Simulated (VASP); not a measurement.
Set up this calculation in VASP 6.6.1, as the native input.

- Task: single point
- Functional: PBEsol
- Potentials or basis: VASP PAW PBE potentials, release 64 (Zr_sv, S)
- Cutoff: 520 eV
- k mesh: 5 × 5 × 5
- Occupations: fermi-dirac, width 0.05 eV
- Spin: no spin polarisation
- Dipole correction: no
- Further INCAR settings: ALGO = Normal; EDIFF = 1e-07; NBANDS = 32

The structure of Zr3S2 lies in POSCAR:

```
Zr3S2
1.0
    2.7864364538      1.6087498367      3.4877732718
   -2.7864364538      1.6087498367      3.4877732718
    0.0000000000     -3.2174996733      3.4877732718
Zr S
3 2
Direct
    0.8387270000      0.5000000000      0.1612730000
    0.5000000000      0.1612730000      0.8387270000
    0.1612730000      0.8387270000      0.5000000000
    0.6650230000      0.6650230000      0.6650230000
    0.3349770000      0.3349770000      0.3349770000
```

The input as run:

INCAR

```
PREC = Accurate
ENCUT = 520
EDIFF = 1E-7
ISMEAR = -1
SIGMA = 0.05
LREAL = False
LASPH = True
NELM = 100
ALGO = Normal
ISIF = 2
LWAVE = False
LCHARG = True
GGA = PS
LELF = True
LVHAR = True
NBANDS = 32
```

KPOINTS

```
regular mesh
0
Gamma
  5 5 5
```

Potentials or basis: VASP PAW PBE potentials, release 64 (Zr_sv, S).

The run is started by

```bash
$ cat potpaw_PBE.64/Zr_sv/POTCAR potpaw_PBE.64/S/POTCAR > POTCAR
$ mpirun -np 1 vasp_std > vasp.out
```

Results of the run:

```
Pressure               : 5.5 GPa
Largest force          : 0.119 eV/Å
Band gap on the k mesh : zero (band 24 reaches 9.80 eV, above the bottom of band 25 at 9.57 eV)
```

Caveat: the PAW data sets were made with another functional, which shifts forces and pressure a little.

Wall time 62 s on 1 thread of Intel(R) Xeon(R) Platinum 8488C (Sapphire Rapids) (shared host), peak memory 0.21 GiB.
